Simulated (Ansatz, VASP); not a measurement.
## WS2 in VASP and in Ansatz

```xyz
3
Lattice="3.1835 0.0000 0.0000 -1.5918 2.7570 0.0000 0.0000 0.0000 16.9506" Properties=species:S:1:pos:R:3 pbc="T T T"
W     0.0000    1.9380    0.0000
S     1.5918    0.9190   15.3911
S     1.5918    0.9190    1.5595
```

Alike in both runs: task single point; functional PBE; k mesh 12 × 12 × 2; occupations gaussian, width 0.15 eV; no spin polarisation.

|  | VASP | Ansatz |
| --- | --- | --- |
| version | VASP 6.6.1 | Ansatz 0.2.0 |
| potentials or method | VASP PAW PBE potentials, release 64 (W_sv, S) | plane waves, PAW |
| plane-wave cutoff (eV) | 520 | 420 |
| valence electrons in the cell | 26 | 26 |

Ansatz gave:

| Item | Value |
| --- | --- |
| rms of the force components (eV/Å) | 0.909 |

**Question.** Which values does VASP return?

**Answer.** rms of the force components (eV/Å): 0.908.

Atom by atom the forces differ by 0.002 eV/Å (rms over components). The functional is the same, so the differences come from potentials, cutoffs and numerics.

Spin-orbit coupling is off throughout.
